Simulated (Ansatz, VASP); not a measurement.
# One calculation of MnRh, two programs

```
CELL_PARAMETERS angstrom
2.95389 0.00000 0.00000
0.00000 2.95389 0.00000
0.00000 0.00000 2.95389
ATOMIC_POSITIONS crystal
Mn 0.00000 0.00000 0.00000
Rh 0.50000 0.50000 0.50000
```

Alike in both runs: functional LDA; k mesh 14 × 14 × 14; occupations gaussian, width 0.2 eV; collinear spin.

Ansatz relaxed the structure, and its values are those at the end. VASP's run is a single point on that final structure, the one shown.

```csv
,VASP,Ansatz
version,VASP 6.6.1,Ansatz 0.2.0
potentials or method,"VASP PAW LDA potentials, release 64 (Mn_pv, Rh_pv), cutoff 520 eV","scalar-relativistic, plane waves, PAW"
valence electrons in the cell,28,32
```

Ansatz gave:

```
gap on the k mesh at the Fermi level (eV)                     : none
pressure (GPa)                                                : 0.0
net moment per atom (μB)                                      : 1.98
size of the moment on the site where the two differ most (μB) : 3.20
```

Question: Which values does VASP return?

Answer: gap on the k mesh at the Fermi level (eV): none; pressure (GPa): -0.1; net moment per atom (μB): 1.96; size of the moment on the site where the two differ most (μB): 3.19.

LDA's correlation is that of Perdew and Zunger in VASP and of Perdew and Wang (1992) in Ansatz. Site moments also hang on the region over which each program counts them. A gap of «none» marks a metal or a gap that the smearing closes. VASP's potentials hold 28 valence electrons a cell and Ansatz's 32, so a difference there can come from the potentials and not from the codes.
